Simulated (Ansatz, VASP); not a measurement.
**Fe3N2: VASP beside Ansatz**

```
Fe N
1.0
     2.94212    0.00000    0.00000
    -1.47106    2.54795    0.00000
     0.00000    0.00000    6.23870
Fe N
3 2
Direct
  0.00000 0.00000 0.00000
  0.33333 0.66667 0.66959
  0.66667 0.33333 0.33041
  0.33333 0.66667 0.22546
  0.66667 0.33333 0.77454
```

Alike in both runs: functional PBE; k mesh 6 × 6 × 4; occupations gaussian, width 0.1 eV; collinear spin.

Ansatz relaxed the structure, and its values are those at the end. VASP's run is a single point on that final structure, the one shown.

|  | VASP | Ansatz |
| --- | --- | --- |
| version | VASP 6.6.1 | Ansatz 0.2.0 |
| potentials or method | VASP PAW PBE potentials, release 64 (Fe_sv, N), cutoff 600 eV | scalar-relativistic, plane waves, PAW |
| valence electrons in the cell | 58 | 58 |

```csv
,VASP,Ansatz,Ansatz less VASP
gap on the k mesh at the Fermi level (eV),none,none,-
pressure (GPa),-2.9,0.1,+2.98
rms of the force components (eV/Å),0.002,0.005,+0.0029
net moment per atom (μB),0.61,0.62,0.000
size of the moment on the site where the two differ most (μB),0.08,0.08,-0.004
```

Site moments also hang on the region over which each program counts them. A gap of «none» marks a metal or a gap that the smearing closes. With one functional, cell and mesh, what is left measures potentials, basis and numerics.

The k mesh is coarse, so the values compare programs but aren't converged.
